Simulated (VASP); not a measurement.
# Ti: single point with PBEsol

The system is Ti.

```xyz
1
Lattice="-2.0173 1.6616 1.6616 1.6616 -2.0173 1.6616 1.6616 1.6616 -2.0173" Properties=species:S:1:pos:R:3 pbc="T T T"
Ti    0.0000    0.0000    0.0000
```

This cell differs from its parent crystal: ratio of the length along [111] to the lengths across it x 0.71, volume and fractional coordinates fixed.

```json
{
 "Program": "VASP 6.6.1",
 "Task": "single point",
 "Functional": "PBEsol",
 "Potentials or basis": "VASP PAW PBE potentials, release 64 (Ti_sv)",
 "Cutoff": "520 eV",
 "k mesh": "22 × 22 × 22",
 "Occupations": "gaussian, width 0.15 eV",
 "Spin": "no spin polarisation",
 "Dipole correction": "no",
 "Further INCAR settings": "ALGO = Fast; EDIFF = 1e-06; NBANDS = 12"
}
```

```json
{
  "Pressure": "-4.7 GPa",
  "Band gap on the k mesh": "zero (band 6 reaches 8.84 eV, above the bottom of band 7 at 6.53 eV)"
}
```

Stress tensor (GPa, compression positive):
```
-4.67  9.62  9.62
 9.62 -4.67  9.62
 9.62  9.62 -4.67
```

Levels at points of the mesh, in eV from the Fermi level:
```csv
k point,band 4,band 5,band 6,band 7,band 8,band 9
"(0.00, 0.00, 0.00)",-30.97,-5.34,-0.93,1.07,1.07,4.65
"(0.50, 0.00, 0.00)",-31.96,-1.92,-0.22,2.49,2.81,3.92
"(0.50, 0.50, 0.00)",-30.98,-2.22,-1.13,0.17,3.44,4.72
"(0.50, 0.50, 0.50)",-32.12,-1.87,-1.87,3.40,3.40,5.89
```

Run time: 5.3 min on 1 thread of Intel(R) Xeon(R) Platinum 8259CL CPU @ 2.50GHz (Skylake/Cascade Lake), on a shared host, peak memory 0.32 GiB.

Caveat: the PAW data sets were made with another functional, which shifts forces and pressure a little.
